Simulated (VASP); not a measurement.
Write the native input for VASP 6.6.1 that does the following.

```yaml
Task: relaxation of cell and atoms
Functional: LDA
Potentials_or_basis: VASP PAW LDA potentials, release 64 (Pb_d, Cs_sv, Br)
Cutoff: 600 eV
k_mesh: 5 × 5 × 5
Occupations: fermi-dirac, width 0.05 eV
Spin: no spin polarisation
Dipole_correction: no
Further_INCAR_settings: ALGO = Normal; EDIFF = 1e-06; IBRION = 2; EDIFFG = -0.01; NSW = 60; ISIF = 3
```

The structure of CsPbBr3 lies in POSCAR:

```
CsPbBr3
1.0
    5.8700000000      0.0000000000      0.0000000000
    0.0000000000      5.8700000000      0.0000000000
    0.0000000000      0.0000000000      5.8700000000
Pb Cs Br
1 1 3
Direct
    0.5000000000      0.5000000000      0.5000000000
    0.0000000000      0.0000000000      0.0000000000
    0.5000000000      0.5000000000      0.0000000000
    0.5000000000      0.0000000000      0.5000000000
    0.0000000000      0.5000000000      0.5000000000
```

One way to write it, as run:

INCAR

```
SYSTEM = CsPbBr3
PREC = Accurate
ENCUT = 600
EDIFF = 1E-6
ISMEAR = -1
SIGMA = 0.05
LREAL = .FALSE.
LASPH = .TRUE.
NELM = 80
ALGO = Normal
ISIF = 3
LWAVE = .FALSE.
LCHARG = .FALSE.
GGA = CA
IBRION = 2
NSW = 60
EDIFFG = -0.01
```

KPOINTS

```
regular mesh
0
G
  5 5 5
  0 0 0
```

Potentials or basis: VASP PAW LDA potentials, release 64 (Pb_d, Cs_sv, Br).

The run is started by

```console
$ cat potpaw_LDA.64/Pb_d/POTCAR potpaw_LDA.64/Cs_sv/POTCAR potpaw_LDA.64/Br/POTCAR > POTCAR
$ mpirun -np 1 vasp_std > vasp.out
```

It gave:

| Quantity | Value |
| --- | --- |
| Relaxed volume | 38.41 Å³/atom |
| Relaxed cell | a = 5.770 Å, b = 5.770 Å, c = 5.770 Å, α = 90.00°, β = 90.00°, γ = 90.00° |
| Space group after relaxing (to 0.1 Å) | Pm-3m (No. 221) |
| Energy gained by relaxing | 7.9 meV/atom |
| Ionic steps | 3 |
| Pressure after relaxing | 0.0 GPa |
| Band gap on the k mesh | 2.44 eV |

Caveat: spin-orbit coupling is left out, which moves the levels of the heavy elements; an odd mesh through Γ misses points on the zone boundary, where band edges can lie.

It took 120 s on 1 thread of Intel(R) Xeon(R) Platinum 8259CL CPU @ 2.50GHz (Skylake/Cascade Lake), on a shared host, peak memory 0.31 GiB.
